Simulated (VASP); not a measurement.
# Ir: single point with PBEsol

The system is Ir.

```
CELL_PARAMETERS angstrom
0.00000 1.94633 1.94633
1.94633 0.00000 1.94633
1.94633 1.94633 0.00000
ATOMIC_POSITIONS crystal
Ir 0.00000 0.00000 0.00000
```

This cell differs from its parent crystal: strained.

* Program: VASP 6.6.1
* Task: single point
* Functional: PBEsol
* Potentials or basis: VASP PAW PBE potentials, release 64 (Ir)
* Cutoff: 520 eV
* k mesh: 18 × 18 × 18
* Occupations: gaussian, width 0.1 eV
* Spin: no spin polarisation

- Pressure: -16.0 GPa

Levels at points of the mesh, in eV from the Fermi level:
| k point | band 2 | band 3 | band 4 | band 5 | band 6 | band 7 |
| --- | --- | --- | --- | --- | --- | --- |
| (0.00, 0.00, 0.00) | -3.69 | -3.69 | -3.69 | -1.15 | -1.15 | 14.36 |
| (0.50, 0.00, 0.00) | -3.78 | -3.78 | -0.74 | 0.80 | 0.80 | 6.78 |
| (0.50, 0.50, 0.00) | -6.95 | 0.78 | 1.33 | 1.33 | 1.63 | 9.87 |

It took 13 s on 1 thread of Intel(R) Xeon(R) 6975P-C (Granite Rapids), with other jobs on the host, peak memory 0.15 GiB.

Caveat: the cell differs from its parent crystal (strained); the PAW data sets were made with another functional, which shifts forces and pressure a little; spin-orbit coupling is left out, which moves the levels of the heavy elements.
